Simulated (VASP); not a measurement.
# CdS (P6_3mc) in VASP: vibrations by perturbation theory with LDA

Aim: the vibrations by perturbation theory of CdS with LDA.

All numbers are computed with VASP 6.6.1; they aren't measurements. Logs are shortened: lines on timing, memory, paths and dates and some standing lists are left out, and cuts for length are marked.

## (1) The cell of the first run

The structure is hexagonal, space group P6_3mc (No. 186). The conventional cell has a = 4.074 Å, b = 4.074 Å, c = 6.638 Å, α = 90.00°, β = 90.00°, γ = 120.00°. Cd (site symmetry 3m) has 4 S at 2.49 to 2.50 Å within 3.3 Å. Within 3.3 Å of S (site symmetry 3m) lie 4 Cd at 2.49 to 2.50 Å.

## (2) Vibrations by perturbation theory, LDA

Input file INCAR:

```
ALGO = Normal
EDIFF = 1E-8
ENCUT = 520
GGA = CA
IBRION = 8
ISIF = 2
ISMEAR = 0
LASPH = True
LCHARG = True
LEPSILON = True
LREAL = False
LWAVE = False
NBANDS = 26
NELM = 100
NSW = 1
PREC = Accurate
SIGMA = 0.01
```

Input file KPOINTS:

```
k-points
0
Gamma
  6 6 4
```

Input file POSCAR:

```
CdS
1.0
    4.0744095621      0.0000000000      0.0000000000
   -2.0372047810      3.5285421862      0.0000000000
    0.0000000000      0.0000000000      6.6375634320
Cd S
2 2
Direct
    0.6666666667      0.3333333333      0.5004406314
    0.3333333333      0.6666666667      0.0004406314
    0.6666666667      0.3333333333      0.8765593686
    0.3333333333      0.6666666667      0.3765593686
```

Potentials or basis: VASP PAW LDA potentials, release 64 (Cd, S).

Command:

```sh
cat potpaw_LDA.64/Cd/POTCAR potpaw_LDA.64/S/POTCAR > POTCAR
mpirun -np 1 vasp_std > vasp.out
```

OUTCAR:

```text
EDIFF = 1E-8
   ENCUT = 520
   GGA = CA
   IBRION = 8
   ISIF = 2
   ISMEAR = 0
   LASPH = True
   LEPSILON = True
   LREAL = False
   NELM = 100
   NSW = 1
   PREC = Accurate

 ion  position               nearest neighbor table
   1  0.667  0.333  0.500-   4 2.49   4 2.49   4 2.49   3 2.50
   2  0.333  0.667  0.000-   3 2.49   3 2.49   3 2.49   4 2.50
   3  0.667  0.333  0.877-   2 2.49   2 2.49   2 2.49   1 2.50
   4  0.333  0.667  0.377-   1 2.49   1 2.49   1 2.49   2 2.50

  LATTYP: Found a hexagonal cell.
 ALAT       =     4.0744095621
 C/A-ratio  =     1.6290859647

  Lattice vectors:

 A1 = (   4.0744095621,   0.0000000000,   0.0000000000)
 A2 = (  -2.0372047810,   3.5285421862,   0.0000000000)
 A3 = (   0.0000000000,   0.0000000000,   6.6375634320)

Analysis of symmetry for initial positions (statically):
=====================================================================
 Subroutine PRICEL returns:
 Original cell was already a primitive cell.

 Routine SETGRP: Setting up the symmetry group for a
 hexagonal supercell.

 Subroutine GETGRP returns: Found 12 space group operations
 (whereof  6 operations were pure point group operations)
 out of a pool of 24 trial point group operations.

The static configuration has the point symmetry C_3v.
 The point group associated with its full space group is C_6v.

Analysis of symmetry for dynamics (positions and initial velocities):
=====================================================================
 Subroutine PRICEL returns:
 Original cell was already a primitive cell.

 Routine SETGRP: Setting up the symmetry group for a
 hexagonal supercell.

 Subroutine GETGRP returns: Found 12 space group operations
 (whereof  6 operations were pure point group operations)
 out of a pool of 24 trial point group operations.

The dynamic configuration has the point symmetry C_3v.
 The point group associated with its full space group is C_6v.

 Subroutine INISYM returns: Found 12 space group operations
 (whereof  6 operations are pure point group operations),
 and found     1 'primitive' translations

----------------------------------------------------------------------------------------

                                     Primitive cell

  volume of cell :      95.4264

  direct lattice vectors                    reciprocal lattice vectors
     4.074409562  0.000000000  0.000000000     0.245434335  0.141701579  0.000000000
    -2.037204781  3.528542186  0.000000000     0.000000000  0.283403158  0.000000000
     0.000000000  0.000000000  6.637563432     0.000000000  0.000000000  0.150657694

  length of vectors
     4.074409562  4.074409562  6.637563432     0.283403158  0.283403158  0.150657694

  position of ions in fractional coordinates (direct lattice)
     0.666666667  0.333333333  0.500440631
     0.333333333  0.666666667  0.000440631
     0.666666667  0.333333333  0.876559369
     0.333333333  0.666666667  0.376559369

  ion indices of the primitive-cell ions
   primitive index   ion index
                 1           1
                 2           2
                 3           3
                 4           4

----------------------------------------------------------------------------------------

 KPOINTS: k-points

Automatic generation of k-mesh.
 Grid dimensions read from file:
 generate k-points for:    6    6    4

 Generating k-lattice:

  Cartesian coordinates                     Fractional coordinates (reciprocal lattice)
     0.040905722  0.023616930  0.000000000     0.166666667 -0.000000000  0.000000000
     0.000000000  0.047233860  0.000000000     0.000000000  0.166666667  0.000000000
[... 752 lines left out ...]
  ---------------------------------------------------
  ---------------------------------------------------
  free energy    TOTEN  =        -1.79338166 eV

  energy without entropy =       -1.79338166

------------------------ aborting loop because EDIFF is reached ----------------------------------------

--------------------------------------- Ionic step        2  -------------------------------------------

------------------------ aborting loop because EDIFF is reached ----------------------------------------

--------------------------------------- Ionic step        3  -------------------------------------------

------------------------ aborting loop because EDIFF is reached ----------------------------------------

 PIEZOELECTRIC TENSOR FIELD DIRECTION 3  (e Angst)
 -----------------------------------------------------------------------------
     1.99030  0.00000 -0.00000           ( -0.02091 -0.00000  0.00000)
     0.00000  1.99030  0.00000           ( -0.00000 -0.02091  0.00000)
     0.00000 -0.00000 -4.12662           (  0.00000  0.00000  0.04139)

 PIEZOELECTRIC TENSOR FIELD DIRECTION 3  (C/m^2)
 -----------------------------------------------------------------------------
     0.33416  0.00000 -0.00000
     0.00000  0.33416  0.00000
     0.00000 -0.00000 -0.69285

[... ionic steps 4 to 9 ...]

--------------------------------------- Ionic step       10  -------------------------------------------

------------------------ aborting loop because EDIFF is reached ----------------------------------------

[... ionic steps 11 to 11 ...]

--------------------------------------- Ionic step       12  -------------------------------------------

 Free energy of the ion-electron system (eV)
  ---------------------------------------------------
  ---------------------------------------------------
  free energy    TOTEN  =        -0.12078934 eV

  energy without entropy =       -0.12078934

------------------------ aborting loop because EDIFF is reached ----------------------------------------

 INTERNAL STRAIN TENSOR  FOR ION    3  DIRECTION 3   (eV/Angst):
 -----------------------------------------------------------------------------
     4.52727  0.00000 -0.00000
     0.00000  4.52727 -0.00000
     0.00000  0.00000 -8.72953

 MACROSCOPIC STATIC DIELECTRIC TENSOR (including local field effects in DFT)
 ------------------------------------------------------
           7.513532     0.000000     0.000000
           0.000000     7.513532     0.000000
           0.000000     0.000000     7.297960
 ------------------------------------------------------

 PIEZOELECTRIC TENSOR (including local field effects)  for field in x, y, z        (e  Angst)
          XX          YY          ZZ          XY          YZ          ZX
  --------------------------------------------------------------------------------
  x     0.00000    -0.00000     0.00000     0.00000     0.00000     2.11098
  y    -0.00000    -0.00000     0.00000    -0.00000     2.11098     0.00000
  z     1.99030     1.99030    -4.12662     0.00000     0.00000    -0.00000

 PIEZOELECTRIC TENSOR (including local field effects)  for field in x, y, z        (C/m^2)
          XX          YY          ZZ          XY          YZ          ZX
  --------------------------------------------------------------------------------
  x     0.00000    -0.00000     0.00000     0.00000     0.00000     0.35443
  y    -0.00000    -0.00000     0.00000    -0.00000     0.35443     0.00000
  z     0.33416     0.33416    -0.69285     0.00000     0.00000    -0.00000

 BORN EFFECTIVE CHARGES (including local field effects) (in |e|, cummulative output)
 ---------------------------------------------------------------------------------
 ion    1
    1     2.14465     0.00000    -0.00000
    2     0.00000     2.14465    -0.00000
    3    -0.00000     0.00000     2.20440
 ion    2
    1     2.14465     0.00000     0.00000
    2     0.00000     2.14465    -0.00000
    3     0.00000     0.00000     2.20440
 ion    3
    1    -2.14465    -0.00000     0.00000
    2    -0.00000    -2.14465    -0.00000
    3    -0.00000     0.00000    -2.20440
 ion    4
    1    -2.14465    -0.00000    -0.00000
    2    -0.00000    -2.14465    -0.00000
    3     0.00000     0.00000    -2.20440

 INTERNAL STRAIN TENSOR FOR ION    4 for displacements in x,y,z  (eV/Angst):
          X           Y           Z          XY          YZ          ZX
  --------------------------------------------------------------------------------
  x    -0.00000     0.00000     0.00000    -7.52685     0.00000     4.69501
  y    -7.52685     7.52685     0.00000     0.00000     4.22555     0.00000
  z     4.52727     4.52727    -8.72953     0.00000     0.00000     0.00000

 SECOND DERIVATIVES (NOT SYMMETRIZED)
 ------------------------------------
               1X          1Y          1Z          2X          2Y          2Z          3X          3Y          3Z          4X          4Y          4Z
  1X    -5.809108   -0.000000    0.000000   -0.070213   -0.000000   -0.000000    0.053494    0.000000    0.000000    5.825827    0.000000   -0.000000
  1Y    -0.000000   -5.809108    0.000000   -0.000000   -0.070213   -0.000000    0.000000    0.053494    0.000000    0.000000    5.825827    0.000000
  1Z     0.000000    0.000000   -7.274160   -0.000000    0.000000    1.718894   -0.000000    0.000000    4.293256   -0.000000   -0.000000    1.262011
  2X    -0.070213   -0.000000    0.000000   -5.809108   -0.000000   -0.000000    5.825827    0.000000    0.000000    0.053494    0.000000    0.000000
  2Y    -0.000000   -0.070213    0.000000   -0.000000   -5.809108   -0.000000    0.000000    5.825827   -0.000000    0.000000    0.053494   -0.000000
  2Z     0.000000    0.000000    1.718894   -0.000000    0.000000   -7.274160    0.000000    0.000000    1.262011    0.000000    0.000000    4.293256
  3X     0.037754    0.000000    0.000000    5.805987    0.000000    0.000000   -6.365943   -0.000000    0.000000    0.522201    0.000000   -0.000000
  3Y     0.000000    0.037754   -0.000000    0.000000    5.805987   -0.000000   -0.000000   -6.365943    0.000000    0.000000    0.522201    0.000000
  3Z    -0.000000    0.000000    4.270718   -0.000000   -0.000000    1.251162    0.000000   -0.000000   -8.292898    0.000000    0.000000    2.771018
  4X     5.805987    0.000000   -0.000000    0.037754    0.000000   -0.000000    0.522201    0.000000    0.000000   -6.365943   -0.000000   -0.000000
  4Y     0.000000    5.805987    0.000000    0.000000    0.037754    0.000000    0.000000    0.522201    0.000000   -0.000000   -6.365943   -0.000000
  4Z     0.000000    0.000000    1.251162    0.000000    0.000000    4.270718   -0.000000    0.000000    2.771018   -0.000000    0.000000   -8.292898

 Eigenvectors and eigenvalues of the dynamical matrix
 ----------------------------------------------------

   1 f  =    9.305340 THz    58.467174 2PiTHz  310.392722 cm-1    38.483776 meV
             X         Y         Z           dx          dy          dz
      2.037205  1.176181  3.321706     0.000000   -0.000000    0.127767
     -0.000000  2.352361  0.002925    -0.000000    0.000000   -0.127767
      2.037205  1.176181  5.818218     0.000000   -0.000000   -0.695468
     -0.000000  2.352361  2.499437    -0.000000    0.000000    0.695468
[... 71 lines left out ...]
  12 f/i=    0.009565 THz     0.060098 2PiTHz    0.319050 cm-1     0.039557 meV
             X         Y         Z           dx          dy          dz
      2.037205  1.176181  3.321706    -0.506340   -0.363486   -0.000000
     -0.000000  2.352361  0.002925    -0.506340   -0.363486   -0.000000
      2.037205  1.176181  5.818218    -0.271256   -0.194726   -0.000000
     -0.000000  2.352361  2.499437    -0.271256   -0.194726   -0.000000

--------------------------------------------------------------------------------------------------------

 MACROSCOPIC STATIC DIELECTRIC TENSOR IONIC CONTRIBUTION
 ------------------------------------------------------
           2.975950     0.000000     0.000000
           0.000000     2.975950    -0.000000
           0.000000    -0.000000     3.327428
 ------------------------------------------------------

 ELASTIC MODULI CONTR FROM IONIC RELAXATION (kBar)
 Direction    XX          YY          ZZ          XY          YZ          ZX
 --------------------------------------------------------------------------------
 XX        -400.1102    152.3206    239.4397     -0.0000      0.0000     -0.0000
 YY         152.3206   -400.1102    239.4397     -0.0000     -0.0000      0.0000
 ZZ         239.4397    239.4397   -462.7422      0.0000     -0.0000      0.0000
 XY          -0.0000     -0.0000      0.0000   -276.2154     -0.0000      0.0000
 YZ          -0.0000      0.0000     -0.0000      0.0000   -111.9647     -0.0000
 ZX          -0.0000      0.0000      0.0000     -0.0000     -0.0000   -119.1826
 --------------------------------------------------------------------------------

 PIEZOELECTRIC TENSOR IONIC CONTR  for field in x, y, z        (C/m^2)
          XX          YY          ZZ          XY          YZ          ZX
  --------------------------------------------------------------------------------
  x    -0.00000     0.00000     0.00000    -0.00000    -0.00000    -0.56039
  y    -0.00000    -0.00000    -0.00000     0.00000    -0.54316    -0.00000
  z    -0.60416    -0.60416     1.16761    -0.00000     0.00000    -0.00000
```

Run time: 9.7 min. Hardware: 1 thread of Intel Xeon 6975P-C (Granite Rapids), shared host; peak memory 0.5 GiB.

Results:

| Quantity | Value |
| --- | --- |
| Electronic dielectric tensor (diagonal) | 7.51, 7.51, 7.30 |
| Born charges (mean of the diagonal) | Cd +2.16; S -2.16 e |
| Highest phonon frequency at Γ, LO-TO splitting left out | 310 cm⁻¹ |

Phonon frequencies in cm⁻¹ (negative: imaginary):
```
              q point                              frequencies
(0.000, 0.000, 0.000)  0 0 0 43 43 139 245 253 253 265 265 310
```

Electronic dielectric tensor:
```
7.51 0.00 0.00
0.00 7.51 0.00
0.00 0.00 7.30
```

Born effective charge tensors (e):
atom 1, Cd
```
2.14 0.00 0.00
0.00 2.14 0.00
0.00 0.00 2.20
```
atom 2, Cd
```
2.14 0.00 0.00
0.00 2.14 0.00
0.00 0.00 2.20
```
atom 3, S
```
-2.14  0.00  0.00
 0.00 -2.14  0.00
 0.00  0.00 -2.20
```
atom 4, S
```
-2.14  0.00  0.00
 0.00 -2.14  0.00
 0.00  0.00 -2.20
```
